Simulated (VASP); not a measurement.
Here is a VASP 6.6.1 calculation.

File INCAR:

```
PREC     = Accurate       # precision mode
ENCUT    = 520            # plane-wave cutoff, eV
EDIFF    = 1E-6           # SCF threshold, eV
ISMEAR   = -1             # smearing method
SIGMA    = 0.6            # smearing width, eV
LREAL    = F              # projectors in reciprocal space
LASPH    = T              # aspherical terms in the spheres
NELM     = 80             # most SCF steps
ALGO     = Normal         # electronic algorithm
ISIF     = 2              # what is computed and relaxed
LWAVE    = F              # write WAVECAR
LCHARG   = F              # write CHGCAR
GGA      = PE             # functional
NBANDS   = 12             # bands
```

The input KPOINTS:

```
Automatic mesh
0
Gamma
  10 10 10
```

The input POSCAR:

```
Hg
1.0
    2.0783995336      1.1999645302      1.9747385792
   -2.0783995336      1.1999645302      1.9747385792
    0.0000000000     -2.3999290604      1.9747385791
Hg
1
Direct
    0.0000000000      1.0000000000      0.0000000000
```

Potentials or basis: VASP PAW PBE potentials, release 64 (Hg).

Command:

```console
$ cat potpaw_PBE.64/Hg/POTCAR > POTCAR
$ mpirun -np 1 vasp_std > vasp.out
```

Estimate the band gap on the k mesh.

zero (band 6 reaches 4.24 eV, above the bottom of band 7 at -0.00 eV).

What does it give for the pressure?

0.0 GPa.

Stress tensor (GPa, compression positive):
```
 0.04  0.00  0.00
 0.00  0.04  0.00
 0.00  0.00 -0.05
```

Caveat: spin-orbit coupling is left out, which moves the levels of the heavy elements.
